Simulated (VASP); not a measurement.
# Ba (Fm-3m) in VASP: a series of runs, part 2 of 2

VASP 6.6.1. Earlier steps stand in the parts before.

**4. Single point, PBE (strained)**

File INCAR:

```
SYSTEM = Ba
PREC     = Accurate       ! precision mode
ENCUT    = 520            ! plane-wave cutoff, eV
EDIFF    = 1E-6           ! SCF threshold, eV
ISMEAR   = 0              ! smearing method
SIGMA    = 0.1            ! smearing width, eV
LREAL    = .False.        ! projectors in reciprocal space
LASPH    = .True.         ! aspherical terms in the spheres
NELM     = 100            ! most SCF steps
ALGO     = Normal         ! electronic algorithm
ISIF     = 2              ! what is computed and relaxed
LWAVE    = .False.        ! write WAVECAR
LCHARG   = .False.        ! write CHGCAR
GGA      = PE             ! functional
NBANDS   = 11             ! bands
```

File KPOINTS:

```
Automatic mesh
0
Gamma
  12 12 12
  0 0 0
```

File POSCAR:

```
Ba
1.0
    0.0000000000      3.3755811226      3.3755811226
    3.3755811226      0.0000000000      3.3755811226
    3.3755811226      3.3755811226      0.0000000000
Ba
1
Direct
    0.0000000000      0.0000000000      0.0000000000
```

Potentials or basis: VASP PAW PBE potentials, release 64 (Ba_sv).

Launch:

```console
$ cat potpaw_PBE.64/Ba_sv/POTCAR > POTCAR
$ mpirun -np 1 vasp_std > vasp.out
```

OUTCAR:

```text
SYSTEM = Ba
   PREC = Accurate
   ENCUT = 520
   EDIFF = 1E-6
   ISMEAR = 0
   LREAL = .False.
   LASPH = .True.
   NELM = 100
   ISIF = 2
   GGA = PE

 ion  position               nearest neighbor table
   1  0.000  0.000  0.000-

  LATTYP: Found a face centered cubic cell.
 ALAT       =     6.7511622452

  Lattice vectors:

 A1 = (   0.0000000000,   3.3755811226,   3.3755811226)
 A2 = (   3.3755811226,   0.0000000000,   3.3755811226)
 A3 = (   3.3755811226,   3.3755811226,   0.0000000000)

Analysis of symmetry for initial positions (statically):
=====================================================================
 Subroutine PRICEL returns:
 Original cell was already a primitive cell.

 Routine SETGRP: Setting up the symmetry group for a
 face centered cubic supercell.

 Subroutine GETGRP returns: Found 48 space group operations
 (whereof 48 operations were pure point group operations)
 out of a pool of 48 trial point group operations.

The static configuration has the point symmetry O_h .

Analysis of symmetry for dynamics (positions and initial velocities):
=====================================================================
 Subroutine PRICEL returns:
[... 158 lines left out ...]
 cond. band min:       1.1176185116   @ k =  -0.4167   0.5000   0.0833
 fundamental gap:      0.0147863516
 Fermi energy:         1.1147115282

 k-point     1 :       0.0000    0.0000    0.0000
  band No.  band energies     occupation
      1     -28.2023      2.00000
      2     -13.2312      2.00000
      3     -13.2312      2.00000
      4     -13.2312      2.00000
      5      -1.5827      2.00000
      6       2.6326      0.00000
      7       2.6326      0.00000
      8       2.6326      0.00000
      9       3.8636      0.00000
     10       3.8636      0.00000
     11       6.6172      0.00000
[... 309 lines left out ...]
 k-point    24 :      -0.4167    0.1667    0.0000
  band No.  band energies     occupation
      1     -28.1849      2.00000
      2     -13.4419      2.00000
      3     -13.3054      2.00000
      4     -13.2717      2.00000
      5       0.5241      2.00000
      6       1.4695      0.00000
      7       2.1572      0.00000
      8       2.8196      0.00000
      9       4.5265      0.00000
     10       4.9531      0.00000
     11       5.6301      0.00000

 [... further k-points ...]
[... 5 lines left out ...]
  --------------------------------------------------------------------------------------
  -------------------------------------------------------------------------------------
  Total       -0.5504758     -0.5504758     -0.5504758     -0.0000000     -0.0000000      0.0000000
  in kB      -11.4649761    -11.4649761    -11.4649761     -0.0000000     -0.0000000      0.0000000
  external PRESSURE =     -11.4649761 kB  Pullay stress =       0.0000000 kB

 VOLUME and BASIS-vectors are now :
 -----------------------------------------------------------------------------
  energy-cutoff  :      520.00
  volume of cell :       76.93
      direct lattice vectors                 reciprocal lattice vectors
     0.000000000  3.375581123  3.375581123    -0.148122644  0.148122644  0.148122644
     3.375581123  0.000000000  3.375581123     0.148122644 -0.148122644  0.148122644
     3.375581123  3.375581123  0.000000000     0.148122644  0.148122644 -0.148122644

 POSITION                                       TOTAL-FORCE (eV/Angst)
 -----------------------------------------------------------------------------------
      0.00000      0.00000      0.00000         0.000000      0.000000      0.000000
 -----------------------------------------------------------------------------------
    total drift:                               -0.000000      0.000000      0.000000

  FREE ENERGIE OF THE ION-ELECTRON SYSTEM (eV)
  ---------------------------------------------------
  free  energy   TOTEN  =        -1.8447105323 eV

  energy  without entropy=       -1.8352083279  energy(sigma->0) =       -1.83995943
```

stdout:

```text
POSCAR found type information on POSCAR Ba
 POSCAR found :  1 types and       1 ions
 scaLAPACK will be used
 LDA part: xc-table for (Slater+PW92), standard interpolation
 POSCAR, INCAR and KPOINTS ok, starting setup
 FFT: planning ... GRIDC
 FFT: planning ... GRID_SOFT
 FFT: planning ... GRID
 WAVECAR not read
 entering main loop
```

It took 32 s on 1 thread of Intel Xeon Platinum 8259CL at 2.50GHz (Skylake/Cascade Lake), shared host; peak memory 0.24 GiB.

What came out:

| Quantity | Value |
| --- | --- |
| Free energy | -1.8447 eV |
| Pressure | -1.1 GPa |
| Band gap on the k mesh | zero (bands 5 and 6 overlap by 0.07 eV) |

Caveat: the cell differs from its parent crystal (strained); spin-orbit coupling is left out, which moves the levels of the heavy elements.

**5. Single point, PBE (56.19 Å³/atom)**

This run uses another cell than the first one, of 56.19 Å³/atom.

File INCAR:

```
SYSTEM = Ba
ALGO = Fast
EDIFF = 1E-7
ENCUT = 520
GGA = PE
ISIF = 2
ISMEAR = 0
LASPH = .True.
LCHARG = .True.
LELF = .True.
LREAL = .False.
LVHAR = .True.
LWAVE = .False.
NBANDS = 11
NELM = 100
PREC = Accurate
SIGMA = 0.1
```

File KPOINTS:

```
k-points
0
Gamma
  12 12 12
  0 0 0
```

File POSCAR:

```
Ba
1.0
    0.0000000000      3.0399953149      3.0399953149
    3.0399953149      0.0000000000      3.0399953149
    3.0399953149      3.0399953149      0.0000000000
Ba
1
Direct
    0.0000000000      0.0000000000      0.0000000000
```

Potentials or basis: VASP PAW PBE potentials, release 64 (Ba_sv).

Launch:

```console
$ cat potpaw_PBE.64/Ba_sv/POTCAR > POTCAR
$ mpirun -np 1 vasp_std > vasp.out
```

OUTCAR:

```text
SYSTEM = Ba
   EDIFF = 1E-7
   ENCUT = 520
   GGA = PE
   ISIF = 2
   ISMEAR = 0
   LASPH = .True.
   LREAL = .False.
   NELM = 100
   PREC = Accurate

 ion  position               nearest neighbor table
   1  0.000  0.000  0.000-

  LATTYP: Found a face centered cubic cell.
 ALAT       =     6.0799906298

  Lattice vectors:

 A1 = (   0.0000000000,   3.0399953149,   3.0399953149)
 A2 = (   3.0399953149,   0.0000000000,   3.0399953149)
 A3 = (   3.0399953149,   3.0399953149,   0.0000000000)

Analysis of symmetry for initial positions (statically):
=====================================================================
 Subroutine PRICEL returns:
 Original cell was already a primitive cell.

 Routine SETGRP: Setting up the symmetry group for a
 face centered cubic supercell.

 Subroutine GETGRP returns: Found 48 space group operations
 (whereof 48 operations were pure point group operations)
 out of a pool of 48 trial point group operations.

The static configuration has the point symmetry O_h .

Analysis of symmetry for dynamics (positions and initial velocities):
[... 160 lines left out ...]
 E-fermi :   2.0780     XC(G=0):  -7.7819

 val. band max:        2.0564283653   @ k =   0.4167   0.3333   0.0000
 cond. band min:       2.0886167445   @ k =  -0.2500   0.4167   0.1667
 fundamental gap:      0.0321883792
 Fermi energy:         2.0779836383

 k-point     1 :       0.0000    0.0000    0.0000
  band No.  band energies     occupation
      1     -26.6341      2.00000
      2     -11.5099      2.00000
      3     -11.5099      2.00000
      4     -11.5099      2.00000
      5      -0.7486      2.00000
      6       3.9682      0.00000
      7       3.9682      0.00000
      8       3.9682      0.00000
      9       5.7547      0.00000
     10       5.7547      0.00000
     11       8.3441      0.00000
[... 309 lines left out ...]
 k-point    24 :      -0.4167    0.1667    0.0000
  band No.  band energies     occupation
      1     -26.5613      2.00000
      2     -12.1115      2.00000
      3     -11.7196      2.00000
      4     -11.6197      2.00000
      5       1.5610      2.00000
      6       2.8212      0.00000
      7       3.5386      0.00000
      8       4.2264      0.00000
      9       6.7014      0.00000
     10       7.4477      0.00000
     11       8.5816      0.00000

 [... further k-points ...]
[... 5 lines left out ...]
  --------------------------------------------------------------------------------------
  -------------------------------------------------------------------------------------
  Total        0.4672134      0.4672134      0.4672134      0.0000000      0.0000000     -0.0000000
  in kB       13.3222375     13.3222375     13.3222375      0.0000000      0.0000000     -0.0000000
  external PRESSURE =      13.3222375 kB  Pullay stress =       0.0000000 kB

 VOLUME and BASIS-vectors are now :
 -----------------------------------------------------------------------------
  energy-cutoff  :      520.00
  volume of cell :       56.19
      direct lattice vectors                 reciprocal lattice vectors
     0.000000000  3.039995315  3.039995315    -0.164473938  0.164473938  0.164473938
     3.039995315  0.000000000  3.039995315     0.164473938 -0.164473938  0.164473938
     3.039995315  3.039995315  0.000000000     0.164473938  0.164473938 -0.164473938

 POSITION                                       TOTAL-FORCE (eV/Angst)
 -----------------------------------------------------------------------------------
      0.00000      0.00000      0.00000         0.000000     -0.000000     -0.000000
 -----------------------------------------------------------------------------------
    total drift:                                0.000000      0.000000      0.000000

  FREE ENERGIE OF THE ION-ELECTRON SYSTEM (eV)
  ---------------------------------------------------
  free  energy   TOTEN  =        -1.8632441500 eV

  energy  without entropy=       -1.8546909803  energy(sigma->0) =       -1.85896757
```

OSZICAR:

```text
N       E                     dE             d eps       ncg     rms          rms(c)
DAV:   1     0.523102657775E+02    0.52310E+02   -0.43473E+03  1584   0.758E+02
DAV:   2     0.565563189277E+00   -0.51745E+02   -0.50234E+02  1882   0.138E+02
DAV:   3    -0.181160429691E+01   -0.23772E+01   -0.23559E+01  2056   0.296E+01
DAV:   4    -0.186776423944E+01   -0.56160E-01   -0.56066E-01  2002   0.430E+00
DAV:   5    -0.186968651958E+01   -0.19223E-02   -0.19220E-02  2112   0.603E-01    0.189E+00
RMM:   6    -0.186541767727E+01    0.42688E-02   -0.31101E-03  1744   0.579E-01    0.112E+00
RMM:   7    -0.186299202909E+01    0.24256E-02   -0.88398E-03  1960   0.999E-01    0.400E-02
RMM:   8    -0.186321300701E+01   -0.22098E-03   -0.12471E-03  2289   0.215E-01    0.166E-02
RMM:   9    -0.186323885689E+01   -0.25850E-04   -0.16042E-04  2357   0.686E-02    0.115E-02
RMM:  10    -0.186324309337E+01   -0.42365E-05   -0.23527E-05  2418   0.292E-02    0.351E-03
RMM:  11    -0.186324383589E+01   -0.74252E-06   -0.52815E-06  2537   0.122E-02    0.154E-03
RMM:  12    -0.186324419702E+01   -0.36113E-06   -0.13209E-06  2092   0.738E-03    0.870E-04
RMM:  13    -0.186324414998E+01    0.47040E-07   -0.35275E-07  1635   0.307E-03
   1 F= -.18632441E+01 E0= -.18589676E+01  d E =-.855317E-02
```

Wall time 14 s (1 thread of Intel Xeon 6975P-C (Granite Rapids), shared host); peak memory 0.2 GiB.

What came out:

```
Free energy            : -1.8632 eV
Pressure               : 1.3 GPa
Band gap on the k mesh : zero (bands 5 and 6 overlap by 0.44 eV)
```

Levels at points of the mesh, in eV from the Fermi level:
```csv
k point,band 1,band 2,band 3,band 4,band 5,band 6,band 7,band 8,band 9,band 10
"(0.00, 0.00, 0.00)",-28.71,-13.59,-13.59,-13.59,-2.83,1.89,1.89,1.89,3.68,3.68
"(0.50, 0.00, 0.00)",-28.65,-14.25,-13.67,-13.67,-1.00,1.43,1.72,1.72,5.05,5.05
"(0.50, 0.50, 0.00)",-28.62,-14.21,-13.82,-13.82,-0.96,-0.29,2.57,5.08,5.48,5.48
```

Caveat: spin-orbit coupling is left out, which moves the levels of the heavy elements.

**6. Summary**

| cell | gap on the mesh (eV) | pressure (GPa) |
| --- | --- | --- |
| a = 4.434 Å, angles 60.0°, 1 atom | none | 0.4 |
| a = 4.659 Å, angles 60.0°, 1 atom | none | -0.8 |
| a = 4.774 Å, angles 60.0°, 1 atom | none | -1.1 |
| a = 4.299 Å, angles 60.0°, 1 atom | none | 1.3 |

Alike in all rows: task single point; level PBE; potentials or basis VASP PAW PBE potentials, release 64 (Ba_sv); no spin polarisation; k mesh 12 × 12 × 12; cutoff (eV) 520; smearing gaussian 0.1 eV.

Caveats: spin-orbit coupling is left out, which moves the levels of the heavy elements.

Total energies depend on the potentials used, so only differences within one code and one set of settings carry meaning.
